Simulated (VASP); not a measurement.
# TaN (P1) in VASP: notebook, part 2 of 2

VASP 6.6.1. Earlier steps stand in the parts before.

### Step 3. Single point, PBEsol (equal xy, yz and zx shear strains of +2 %)

The input, INCAR:

```
PREC = Accurate
ENCUT = 520
EDIFF = 1E-7
ISMEAR = -1
SIGMA = 0.01
LREAL = False
LASPH = True
NELM = 100
ALGO = Normal
ISIF = 2
LWAVE = False
LCHARG = False
GGA = PS
NBANDS = 33
```

The input, KPOINTS:

```
Automatic mesh
0
Gamma
  6 6 9
```

The input, POSCAR:

```
TaN
1.0
    5.1960008669      0.0519600087      0.0519600087
   -2.5530017459      4.4738887445      0.0190186832
    0.0291100000      0.0291100000      2.9110000000
Ta N
3 3
Direct
    0.3333333333      0.6666666667      0.5000000000
    0.6666666667      0.3333333333      0.5000000000
    0.0000000000      0.0000000000      0.0000000000
    0.3928500000      0.0000000000      0.0000000000
    0.6071500000      0.6071500000      0.0000000000
    0.0000000000      0.3928500000      0.0000000000
```

Potentials or basis: VASP PAW PBE potentials, release 64 (Ta_pv, N).

Started as:

```console
$ cat potpaw_PBE.64/Ta_pv/POTCAR potpaw_PBE.64/N/POTCAR > POTCAR
$ mpirun -np 1 vasp_std > vasp.out
```

OUTCAR:

```text
PREC = Accurate
   ENCUT = 520
   EDIFF = 1E-7
   ISMEAR = -1
   LREAL = False
   LASPH = True
   NELM = 100
   ISIF = 2
   GGA = PS

 ion  position               nearest neighbor table
   1  0.333  0.667  0.500-   5 2.14   4 2.14   6 2.14   4 2.17   5 2.18   6 2.20   2 2.97   2 3.00
                             2 3.03   3 3.30   3 3.31   3 3.32   3 3.32   3 3.36   3 3.39
   2  0.667  0.333  0.500-   6 2.14   4 2.14   5 2.15   5 2.15   6 2.19   4 2.20   1 2.97   1 3.00
                             1 3.03   3 3.30   3 3.31   3 3.32   3 3.32   3 3.36   3 3.39
   3  0.000  0.000  0.000-   6 2.02   4 2.04   5 2.06   2 3.30   1 3.30   1 3.31   2 3.31   2 3.32
                             1 3.32   2 3.32   1 3.32   2 3.36   1 3.36   2 3.39   1 3.39
   4  0.393  0.000  0.000-   3 2.04   1 2.14   2 2.14   1 2.17   2 2.20
[... 1078 lines left out ...]
  Total       -0.8325037     -0.8345629     -1.6307889     -1.5982975     -1.6250555     -1.6092679
  in kB      -19.6026568    -19.6511436    -38.3995822    -37.6345186    -38.2645799    -37.8928349
  external PRESSURE =     -25.8844609 kB  Pullay stress =       0.0000000 kB

 VOLUME and BASIS-vectors are now :
 -----------------------------------------------------------------------------
  energy-cutoff  :      520.00
  volume of cell :       68.04
      direct lattice vectors                 reciprocal lattice vectors
     5.196000867  0.051960009  0.051960009     0.191393461  0.109230480 -0.003006239
    -2.553001746  4.473888744  0.019018683    -0.002200720  0.222272718 -0.002200720
     0.029110000  0.029110000  2.911000000    -0.003401907 -0.003401907  0.343592600

 POSITION                                       TOTAL-FORCE (eV/Angst)
 -----------------------------------------------------------------------------------
      0.04455      3.01447      1.48550        -0.092222     -0.070225      0.029429
      2.62755      1.54049      1.49648         0.093534     -0.076670      0.011996
      0.00000      0.00000      0.00000         0.012528     -0.268285     -0.000166
      2.04125      0.02041      0.02041         0.010781      0.092824      0.056321
      1.60470      2.74787      0.04309         0.027288      0.137770     -0.107957
     -1.00295      1.75757      0.00747        -0.051908      0.184586      0.010378
 -----------------------------------------------------------------------------------
    total drift:                                0.000116      0.000262      0.000043

  FREE ENERGIE OF THE ION-ELECTRON SYSTEM (eV)
  ---------------------------------------------------
  free  energy   TOTEN  =       -71.3848902455 eV

  energy  without entropy=      -71.3845787468  energy(sigma->0) =      -71.38473450
```

OSZICAR:

```text
N       E                     dE             d eps       ncg     rms          rms(c)
DAV:   1     0.442078722742E+03    0.44208E+03   -0.25988E+04 10824   0.152E+03
DAV:   2    -0.513769030272E+02   -0.49346E+03   -0.47058E+03 12431   0.448E+02
DAV:   3    -0.800005294215E+02   -0.28624E+02   -0.28133E+02 13137   0.104E+02
DAV:   4    -0.805811442140E+02   -0.58061E+00   -0.57678E+00 13469   0.146E+01
DAV:   5    -0.805951573381E+02   -0.14013E-01   -0.13995E-01 13823   0.179E+00    0.439E+01
DAV:   6    -0.717092004631E+02    0.88860E+01   -0.44267E+01 13808   0.358E+01    0.186E+01
DAV:   7    -0.714734497811E+02    0.23575E+00   -0.21554E+00 13360   0.801E+00    0.107E+01
DAV:   8    -0.714004169701E+02    0.73033E-01   -0.37204E-01 13401   0.367E+00    0.100E+00
DAV:   9    -0.713858294328E+02    0.14588E-01   -0.39462E-02 13856   0.139E+00    0.363E-01
DAV:  10    -0.713851352383E+02    0.69419E-03   -0.10540E-02 13168   0.526E-01    0.196E-01
DAV:  11    -0.713849243992E+02    0.21084E-03   -0.20503E-03 13916   0.280E-01    0.438E-02
DAV:  12    -0.713848901141E+02    0.34285E-04   -0.18553E-04 13309   0.807E-02    0.163E-02
DAV:  13    -0.713848902252E+02   -0.11104E-06   -0.11510E-05 13395   0.197E-02    0.450E-03
DAV:  14    -0.713848902455E+02   -0.20277E-07   -0.46081E-07 12040   0.477E-03
   1 F= -.71384890E+02 E0= -.71384734E+02  d E =-.311499E-03
```

stdout:

```text
POSCAR found type information on POSCAR TaN
 POSCAR found :  2 types and       6 ions
 scaLAPACK will be used
 -----------------------------------------------------------------------------
|                                                                             |
|                                                                             |
|     You enforced a specific xc type in the INCAR file but a different       |
|     I HOPE YOU KNOW WHAT YOU ARE DOING!                                     |
|                                                                             |
 -----------------------------------------------------------------------------

 LDA part: xc-table for (Slater+PW92), standard interpolation
 POSCAR, INCAR and KPOINTS ok, starting setup
 FFT: planning ... GRIDC
 FFT: planning ... GRID_SOFT
 FFT: planning ... GRID
 WAVECAR not read
 entering main loop
```

Run time: 7.1 min. Hardware: 1 thread of Oxide Virtual Turin-like, shared host; peak memory 0.36 GiB.

Results:

* Free energy: -71.3849 eV
* Pressure: -2.6 GPa
* Largest force: 0.269 eV/Å
* Band gap on the k mesh: zero (bands 24 and 25 overlap by 3.02 eV)

Forces in eV/Å, atoms in the order of the input:
```
Ta  -0.092 -0.070  0.029
Ta   0.094 -0.077  0.012
Ta   0.013 -0.268  0.000
N    0.011  0.093  0.056
N    0.027  0.138 -0.108
N   -0.052  0.185  0.010
```

Stress tensor (GPa, compression positive):
```
-1.96 -3.76 -3.79
-3.76 -1.97 -3.83
-3.79 -3.83 -3.84
```

Caveat: the cell differs from its parent crystal (equal xy, yz and zx shear strains of +2 %); the PAW data sets were made with another functional, which shifts forces and pressure a little; spin-orbit coupling is left out, which moves the levels of the heavy elements.
